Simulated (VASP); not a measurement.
# Pt (P-3m1) in VASP: single point with PBEsol

Aim: the single point of Pt with PBEsol.

All numbers are computed with VASP 6.6.1; they aren't measurements. Logs are shortened: lines on timing, memory, paths and dates and some standing lists are left out, and cuts for length are marked.

## Step 1: The cell of the first run

The structure is trigonal, space group P-3m1 (No. 164). The conventional cell has a = 2.749 Å, b = 2.749 Å, c = 18.428 Å, α = 90.00°, β = 90.00°, γ = 120.00°. Within 3.6 Å of Pt (site symmetry 3m) lie 12 Pt at 2.75 to 2.80 Å. Pt (site symmetry 3m) has 12 Pt at 2.75 to 2.80 Å within 3.6 Å. Pt (site symmetry 3m) has 12 Pt at 2.75 to 2.80 Å within 3.6 Å. Within 3.6 Å of Pt (site symmetry 3m) lie 12 Pt at 2.75 to 2.82 Å.

## Step 2: Single point, PBEsol

Input file INCAR:

```
PREC = Accurate ; ENCUT = 520
EDIFF = 1E-6 ; ISMEAR = 0
SIGMA = 0.1 ; LREAL = F
LASPH = T ; NELM = 100
ALGO = Fast ; ISIF = 2
LWAVE = F ; LCHARG = F
GGA = PS ; NBANDS = 50
```

Input file KPOINTS:

```
regular mesh
0
Gamma
  18 18 3
```

Input file POSCAR:

```
Pt
1.0
    2.7491983224      0.0000000000      0.0000000000
   -1.3745991612      2.3808755872      0.0000000000
    0.0000000000      0.0000000000     18.4278095869
Pt
8
Direct
    0.0000000000      0.0000000000     -0.0007350813
    0.3333333333      0.6666666667      0.1243647499
    0.0000000000      0.0000000000      0.2492943822
    0.6666666667      0.3333333333      0.3742139253
    0.0000000000      0.0000000000      0.5007860747
    0.6666666667      0.3333333333      0.6257056178
    0.3333333333      0.6666666667      0.7506352501
    0.6666666667      0.3333333333      0.8757350813
```

Potentials or basis: VASP PAW PBE potentials, release 64 (Pt).

Run with:

```sh
$ cat potpaw_PBE.64/Pt/POTCAR > POTCAR
$ mpirun -np 1 vasp_std > vasp.out
```

OUTCAR:

```text
PREC = Accurate
   ENCUT = 520
   EDIFF = 1E-6
   ISMEAR = 0
   LREAL = F
   LASPH = T
   NELM = 100
   ISIF = 2
   GGA = PS

 ion  position               nearest neighbor table
   1  0.000  0.000  0.999-   8 2.78   8 2.78   8 2.78   2 2.80   2 2.80   2 2.80
   2  0.333  0.667  0.124-   3 2.80   3 2.80   3 2.80   1 2.80   1 2.80   1 2.80
   3  0.000  0.000  0.249-   4 2.80   4 2.80   4 2.80   2 2.80   2 2.80   2 2.80
   4  0.667  0.333  0.374-   3 2.80   3 2.80   3 2.80   5 2.82   5 2.82   5 2.82
   5  0.000  0.000  0.501-   6 2.80   6 2.80   6 2.80   4 2.82   4 2.82   4 2.82
   6  0.667  0.333  0.626-   5 2.80   5 2.80   5 2.80   7 2.80   7 2.80   7 2.80
   7  0.333  0.667  0.751-   6 2.80   6 2.80   6 2.80   8 2.80   8 2.80   8 2.80
   8  0.667  0.333  0.876-   1 2.78   1 2.78   1 2.78   7 2.80   7 2.80   7 2.80

  LATTYP: Found a hexagonal cell.
 ALAT       =     2.7491983224
 C/A-ratio  =     6.7029757136

  Lattice vectors:

 A1 = (   2.7491983224,   0.0000000000,   0.0000000000)
 A2 = (  -1.3745991612,   2.3808755872,   0.0000000000)
 A3 = (   0.0000000000,   0.0000000000,  18.4278095869)

Analysis of symmetry for initial positions (statically):
=====================================================================
 Subroutine PRICEL returns:
 Original cell was already a primitive cell.

 Routine SETGRP: Setting up the symmetry group for a
 hexagonal supercell.

 Subroutine GETGRP returns: Found 12 space group operations
 (whereof  6 operations were pure point group operations)
 out of a pool of 24 trial point group operations.

The static configuration has the point symmetry C_3v.
 The point group associated with its full space group is D_3d.

Analysis of symmetry for dynamics (positions and initial velocities):
=====================================================================
 Subroutine PRICEL returns:
 Original cell was already a primitive cell.

 Routine SETGRP: Setting up the symmetry group for a
 hexagonal supercell.

 Subroutine GETGRP returns: Found 12 space group operations
 (whereof  6 operations were pure point group operations)
 out of a pool of 24 trial point group operations.

The dynamic configuration has the point symmetry C_3v.
 The point group associated with its full space group is D_3d.

 Subroutine INISYM returns: Found 12 space group operations
 (whereof  6 operations are pure point group operations),
 and found     1 'primitive' translations

----------------------------------------------------------------------------------------

                                     Primitive cell

  volume of cell :     120.6192

  direct lattice vectors                    reciprocal lattice vectors
     2.749198322  0.000000000  0.000000000     0.363742402  0.210006773  0.000000000
    -1.374599161  2.380875587  0.000000000     0.000000000  0.420013547  0.000000000
     0.000000000  0.000000000 18.427809587     0.000000000  0.000000000  0.054265809

  length of vectors
     2.749198322  2.749198322 18.427809587     0.420013547  0.420013547  0.054265809

  position of ions in fractional coordinates (direct lattice)
     0.000000000  0.000000000  0.999264919
     0.333333333  0.666666667  0.124364750
     0.000000000  0.000000000  0.249294382
     0.666666667  0.333333333  0.374213925
     0.000000000  0.000000000  0.500786075
     0.666666667  0.333333333  0.625705618
     0.333333333  0.666666667  0.750635250
     0.666666667  0.333333333  0.875735081

  ion indices of the primitive-cell ions
   primitive index   ion index
                 1           1
                 2           2
                 3           3
                 4           4
                 5           5
                 6           6
                 7           7
                 8           8

----------------------------------------------------------------------------------------

 KPOINTS: regular mesh

Automatic generation of k-mesh.
 Grid dimensions read from file:
 generate k-points for:   18   18    3

 Generating k-lattice:

  Cartesian coordinates                     Fractional coordinates (reciprocal lattice)
     0.020207911  0.011667043  0.000000000     0.055555556 -0.000000000  0.000000000
     0.000000000  0.023334086  0.000000000     0.000000000  0.055555556  0.000000000
     0.000000000  0.000000000  0.018088603     0.000000000  0.000000000  0.333333333

  Length of vectors
     0.023334086  0.023334086  0.018088603

  Shift w.r.t. Gamma in fractional coordinates (k-lattice)
     0.000000000  0.000000000  0.000000000

 Subroutine IBZKPT returns following result:
 ===========================================

 Found    101 irreducible k-points:

 Following reciprocal coordinates:
            Coordinates               Weight
  0.000000  0.000000  0.000000      1.000000
  0.055556 -0.000000  0.000000      6.000000
  0.111111 -0.000000  0.000000      6.000000
  0.166667  0.000000  0.000000      6.000000
  0.222222 -0.000000  0.000000      6.000000
  0.277778  0.000000  0.000000      6.000000
[... 16 lines left out ...]
  0.333333  0.111111  0.000000     12.000000
  0.388889  0.111111  0.000000     12.000000
 [... further k-points ...]
   k-points           NKPTS =    101   k-points in BZ     NKDIM =    101   number of bands    NBANDS=     50
   number of dos      NEDOS =    301   number of ions     NIONS =      8
   total plane-waves  NPLWV =  56000
   dimension x,y,z NGX =    20 NGY =   20 NGZ =  140
   dimension x,y,z NGXF=    40 NGYF=   40 NGZF=  280
   ions per type =               8
   NGX,Y,Z   is equivalent  to a cutoff of  12.09, 12.09, 12.63 a.u.
   NGXF,Y,Z  is equivalent  to a cutoff of  24.19, 24.19, 25.26 a.u.
 SYSTEM =  unknown system
   PREC   = accura    normal or accurate (medium, high low for compatibility)
   ISTART =      0    job   : 0-new  1-cont  2-samecut
   ICHARG =      2    charge: 1-file 2-atom 10-const
   ISPIN  =      1    spin polarized calculation?
   LNONCOLLINEAR =      F non collinear calculations
   LSORBIT =      F    spin-orbit coupling
   LASPH  =      T    aspherical Exc in radial PAW
   ENCUT  =  520.0 eV  38.22 Ry    6.18 a.u.   5.11  5.11 34.26*2*pi/ulx,y,z
   NELM   =    100;   NELMIN=  2; NELMDL= -5     # of ELM steps
   EDIFF  = 0.1E-05   stopping-criterion for ELM
   LREAL  =      F    real-space projection
   EDIFFG = 0.1E-04   stopping-criterion for IOM
   NSW    =      0    number of steps for IOM
   IBRION =     -1    ionic relax: 0-MD 1-quasi-New 2-CG
   NFREE  =      0    steps in history (QN), initial steepest desc. (CG)
   ISIF   =      2    stress and relaxation
   ISYM   =      2    0-nonsym 1-usesym 2-fastsym
   POTIM  = 0.5000    time-step for ionic-motion
   TEBEG  =    0.0;   TEEND  =   0.0 temperature during run
   PSTRESS=    0.0 pullay stress
   NELECT =      80.0000    total number of electrons
   NUPDOWN=      -1.0000    fix difference up-down
   EMIN   =  10.00;   EMAX   =-10.00  energy-range for DOS
   EFERMI =   0.00;   METHOD = LEGACY
   ISMEAR =     0;   SIGMA  =   0.10  broadening in eV -4-tet -1-fermi 0-gaus
   EFERMI_NEDOS =   21; number of points for ismear=-14 and -15
   IALGO  =     68    algorithm
   IMIX   =      4    mixing-type and parameters
     AMIX     =   0.40;   BMIX     =  1.00
     AMIX_MAG =   1.60;   BMIX_MAG =  1.00
  volume/ion in A,a.u.               =      15.08       101.75
  Fermi-wavevector in a.u.,A,eV,Ry     =   1.427686  2.697935 27.732578  2.038287
  Thomas-Fermi vector in A             =   2.547829
   LORBIT       =      0    0 simple, 1 ext, 2 COOP (PROOUT), +10 PAW based schemes
   GGA     = PS    functional components
   LHFCALC =     F    Hartree Fock is set to
   AEXX    =    0.0000 exact exchange contribution
   IVDW    =     0    specifies the selected vdW correction
   LEPSILON=     F    determine dielectric tensor
   LRPA    =     F    only Hartree local field effects (RPA)
 non-spin polarized calculation
 RMM-DIIS sequential band-by-band and
 Gauss-broadening in eV      SIGMA  =   0.10
  energy-cutoff  :      520.00
  volume of cell :      120.62
 maximum number of plane-waves:      3279
   NGX = 11   NGY = 11   NGZ = 69

 number of electron      80.0000005 magnetization

 Free energy of the ion-electron system (eV)
  ---------------------------------------------------
  ext. energy  EPLUGINS =         0.00000000
  ---------------------------------------------------
  free energy    TOTEN  =       -55.48805399 eV

  energy without entropy =      -55.41662716  energy(sigma->0) =      -55.45234058

 E-fermi :  11.1104     XC(G=0): -13.6282

 val. band max:       11.1069847345   @ k =   0.0000   0.2222   0.3333
 cond. band min:      11.1109640787   @ k =  -0.0556   0.2778   0.3333
 fundamental gap:      0.0039793442
 Fermi energy:        11.1104258786

 k-point     1 :       0.0000    0.0000    0.0000
  band No.  band energies     occupation
      1       0.7979      2.00000
      2       1.3794      2.00000
      3       1.3855      2.00000
      4       2.7472      2.00000
      5       2.7472      2.00000
      6       3.5577      2.00000
[... 42 lines left out ...]
     49      16.5145      0.00000
     50      19.4155      0.00000

 k-point     2 :       0.0556   -0.0000    0.0000
  band No.  band energies     occupation
      1       0.9116      2.00000
      2       1.4895      2.00000
      3       1.4957      2.00000
      4       2.8565      2.00000
      5       2.8566      2.00000
      6       3.6669      2.00000
[... 42 lines left out ...]
     49      16.4905      0.00000
     50      19.4446      0.00000

 k-point     3 :       0.1111   -0.0000    0.0000
  band No.  band energies     occupation
      1       1.2441      2.00000
      2       1.8092      2.00000
      3       1.8155      2.00000
      4       3.1674      2.00000
      5       3.1677      2.00000
      6       3.9769      2.00000
[... 1102 lines left out ...]
     49      17.9607      0.00000
     50      18.1271      0.00000

 k-point    24 :       0.3889    0.1111    0.0000
  band No.  band energies     occupation
      1       4.1148      2.00000
      2       4.2007      2.00000
      3       4.4506      2.00000
      4       4.5206      2.00000
      5       4.5921      2.00000
      6       4.6114      2.00000
[... 42 lines left out ...]
     49      17.3237      0.00000
     50      17.4281      0.00000

 [... further k-points ...]

------------------------ aborting loop because EDIFF is reached ----------------------------------------

  FORCE on cell =-STRESS in cart. coord.  units (eV):
  Direction    XX          YY          ZZ          XY          YZ          ZX
  --------------------------------------------------------------------------------------
  -------------------------------------------------------------------------------------
  Total       -0.2944164     -0.2944164     -0.3689201      0.0000000      0.0000000      0.0000000
  in kB       -3.9107138     -3.9107138     -4.9003422      0.0000000      0.0000000      0.0000000
  external PRESSURE =      -4.2405899 kB  Pullay stress =       0.0000000 kB

 VOLUME and BASIS-vectors are now :
 -----------------------------------------------------------------------------
  energy-cutoff  :      520.00
  volume of cell :      120.62
      direct lattice vectors                 reciprocal lattice vectors
     2.749198322  0.000000000  0.000000000     0.363742402  0.210006773  0.000000000
    -1.374599161  2.380875587  0.000000000     0.000000000  0.420013547  0.000000000
     0.000000000  0.000000000 18.427809587     0.000000000  0.000000000  0.054265809

 POSITION                                       TOTAL-FORCE (eV/Angst)
 -----------------------------------------------------------------------------------
      0.00000      0.00000     18.41426        -0.000000     -0.000000      0.000892
     -0.00000      1.58725      2.29177        -0.000000     -0.000000      0.000182
      0.00000      0.00000      4.59395        -0.000000      0.000000      0.001353
      1.37460      0.79363      6.89594        -0.000000      0.000000      0.001608
      0.00000      0.00000      9.22839         0.000000     -0.000000     -0.001608
      1.37460      0.79363     11.53038         0.000000     -0.000000     -0.001353
     -0.00000      1.58725     13.83256         0.000000     -0.000000     -0.000182
      1.37460      0.79363     16.13788         0.000000      0.000000     -0.000892
 -----------------------------------------------------------------------------------
    total drift:                                0.000000      0.000000      0.000001

  FREE ENERGIE OF THE ION-ELECTRON SYSTEM (eV)
  ---------------------------------------------------
  free  energy   TOTEN  =       -55.4880539869 eV

  energy  without entropy=      -55.4166271639  energy(sigma->0) =      -55.45234058
```

It took 16 min on 1 thread of Oxide Virtual Turin-like, shared host; peak memory 0.48 GiB.

What came out:

```yaml
Free_energy: -55.4881 eV
Pressure: -0.4 GPa
Band_gap_on_the_k_mesh: zero (bands 40 and 41 overlap by 1.51 eV)
```

Stress tensor (GPa, compression positive):
```
-0.39  0.00  0.00
 0.00 -0.39  0.00
 0.00  0.00 -0.49
```

Caveat: the PAW data sets were made with another functional, which shifts forces and pressure a little; spin-orbit coupling is left out, which moves the levels of the heavy elements.
